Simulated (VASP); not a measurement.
A run of VASP 6.6.1:

File INCAR:

```
PREC = Accurate
ENCUT = 600
EDIFF = 1E-6
ISMEAR = -1
SIGMA = 0.05
LREAL = False
LASPH = True
NELM = 150
ALGO = Normal
ISIF = 3
LWAVE = False
LCHARG = False
ISPIN = 2
MAGMOM = 3
LORBIT = 11
LMAXMIX = 4
GGA = PS
IBRION = 2
NSW = 80
EDIFFG = -0.01
```

File KPOINTS:

```
Automatic mesh
0
Gamma
  11 11 11
```

File POSCAR:

```
Cr
1.0
   -1.4419500000      1.4419500000      1.4419500000
    1.4419500000     -1.4419500000      1.4419500000
    1.4419500000      1.4419500000     -1.4419500000
Cr
1
Direct
    0.0000000000      0.0000000000      0.0000000000
```

Potentials or basis: VASP PAW PBE potentials, release 64 (Cr_pv).

Command:

```console
$ cat potpaw_PBE.64/Cr_pv/POTCAR > POTCAR
$ mpirun -np 1 vasp_std > vasp.out
```

Hardware: 1 thread of Intel(R) Xeon(R) 6975P-C (Granite Rapids), on a shared host.

Task: Estimate the wall time of this run.

Result: It took 19 s on 1 thread of Intel(R) Xeon(R) 6975P-C (Granite Rapids), with other jobs on the host, peak memory 0.14 GiB. Counts: scf iterations 33, k points 56, ion steps 4.
